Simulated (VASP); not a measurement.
Runs of VASP 6.6.1 on Sc3C. The structure is that of space group P-6m2 (No. 187), or close to it. The cells are those of the table. 

| task | cell | k mesh | cutoff (eV) | gap on the mesh (eV) | pressure (GPa) | relaxed volume (Å³/atom) | largest force (eV/Å) |
| --- | --- | --- | --- | --- | --- | --- | --- |
| single point | a = 3.300, b = 3.300, c = 8.234 Å, angles 90.0, 90.0, 120.0°, 4 atoms | 6 × 6 × 2 | 520 | none | 0.3 | - | 0.06 |
| relaxation of cell and atoms | relaxed from a = 3.195, b = 3.195, c = 10.280 Å, angles 90.0, 90.0, 120.0°, 4 atoms | 6 × 6 × 2 | 600 | none | 0.0 | (a) | 0.03 |
| relaxation of cell and atoms | relaxed from a = 3.300, b = 3.300, c = 8.234 Å, angles 90.0, 90.0, 120.0°, 4 atoms | 18 × 18 × 6 | 600 | none | 0.0 | 19.47 | - |
| single point | a = 3.309, b = 3.309, c = 8.195 Å, angles 90.0, 90.0, 120.0°, 4 atoms | 18 × 18 × 6 | 520 | none | 0.3 | - | 0.06 |

Alike in all rows: level PBE; potentials or basis VASP PAW PBE potentials, release 64 (Sc_sv, C); no spin polarisation; smearing gaussian 0.1 eV.

Problem. Estimate the missing entries.

Solution. (a) 19.46.

Caveats: some runs use coarse meshes.

A gap of «none» marks levels without a gap at the run's occupations.
